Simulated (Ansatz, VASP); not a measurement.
**Pt in VASP and in Ansatz**

```
Pt
1.0
     2.77590    0.00000    0.00000
    -1.38795    2.40400    0.00000
     0.00000    0.00000    4.79433
Pt
2
Direct
  0.66667 0.33333 0.75000
  0.33333 0.66667 0.25000
```

Change from the starting cell: mode 1 frozen in at +0.000 Å, equal normal strain along x, y and z +0.0250.

Alike in both runs: task single point; functional LDA; k mesh 18 × 18 × 10; occupations gaussian, width 0.15 eV; no spin polarisation.

|  | VASP | Ansatz |
| --- | --- | --- |
| version | VASP 6.6.1 | Ansatz 0.2.0 |
| potentials or method | VASP PAW LDA potentials, release 64 (Pt), cutoff 520 eV | scalar-relativistic, plane waves, PAW |
| valence electrons in the cell | 20 | 36 |

|  | VASP | Ansatz | Ansatz less VASP |
| --- | --- | --- | --- |
| gap on the k mesh at the Fermi level (eV) | none | none | - |
| pressure (GPa) | -17.7 | -18.2 | -0.57 |
| traceless stress, the component that is largest in VASP (GPa) | 0.92 | 1.23 | +0.306 |

LDA's correlation is that of Perdew and Zunger in VASP and of Perdew and Wang (1992) in Ansatz. A gap of «none» marks a metal or a gap that the smearing closes. VASP's potentials hold 20 valence electrons a cell and Ansatz's 36, so a difference there can come from the potentials and not from the codes.

Spin-orbit coupling is off throughout.
